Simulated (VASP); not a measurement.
Input of a VASP 6.6.1 run:

Contents of INCAR:

```
PREC = Accurate ; ENCUT = 520
EDIFF = 1E-6 ; ISMEAR = 0
SIGMA = 0.15 ; LREAL = F
LASPH = T ; NELM = 80
ALGO = Normal ; ISIF = 2
LWAVE = F ; LCHARG = F
GGA = PS ; NBANDS = 17
```

The input KPOINTS:

```
regular mesh
0
Gamma
  18 18 10
```

Contents of POSCAR:

```
Pt
1.0
    2.7606656158      0.0000000000      0.0000000000
   -1.3803328079      2.3908065546      0.0000000000
    0.0000000000      0.0000000000      4.4087632800
Pt
2
Direct
    0.6666666667      0.3333333333      0.7500000000
    0.3333333333      0.6666666667      0.2500000000
```

Potentials or basis: VASP PAW PBE potentials, release 64 (Pt).

Command:

```bash
$ cat potpaw_PBE.64/Pt/POTCAR > POTCAR
$ mpirun -np 1 vasp_std > vasp.out
```

Predict the pressure.

12.3 GPa.

What does it give for the band gap on the k mesh?

Zero (band 10 reaches 12.14 eV, above the bottom of band 11 at 10.82 eV).

Stress tensor (GPa, compression positive):
```
 8.14  0.00  0.00
 0.00  8.14  0.00
 0.00  0.00 20.74
```

Caveat: the cell differs from its parent crystal (strain +0.000 along x and y, -0.080 along z); the PAW data sets were made with another functional, which shifts forces and pressure a little; spin-orbit coupling is left out, which moves the levels of the heavy elements.
